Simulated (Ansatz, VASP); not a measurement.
## One calculation of Ga, two programs

```xyz
4
Lattice="2.2850 -3.8727 0.0000 2.2850 3.8727 0.0000 0.0000 0.0000 4.5761" Properties=species:S:1:pos:R:3 pbc="T T T"
Ga    2.2850    2.6915    0.3592
Ga    2.2850   -1.1812    1.9288
Ga    2.2850   -2.6915    4.2169
Ga    2.2850    1.1812    2.6473
```

Change from the starting cell: volume scaled by 1.04.

Alike in both runs: task single point; functional PBEsol; k mesh 9 × 9 × 8; occupations fermi-dirac, width 0.05 eV; no spin polarisation.

|  | VASP | Ansatz |
| --- | --- | --- |
| version | VASP 6.6.1 | Ansatz 0.2.0 |
| potentials or method | VASP PAW PBE potentials, release 64 (Ga_d), cutoff 520 eV | all-electron LAPW, scalar-relativistic |

|  | VASP | Ansatz | Ansatz less VASP |
| --- | --- | --- | --- |
| pressure (GPa) | -3.1 | -3.1 | 0.00 |
| traceless stress, the component that is largest in VASP (GPa) | 1.10 | 1.10 | +0.004 |
| rms of the force components (eV/Å) | 0.239 | 0.241 | +0.0016 |

VASP's potentials were made for PBE, not for PBEsol. Atom by atom the forces differ by 0.002 eV/Å (rms over components). Ansatz ran all-electron here, and VASP with PAW potentials.
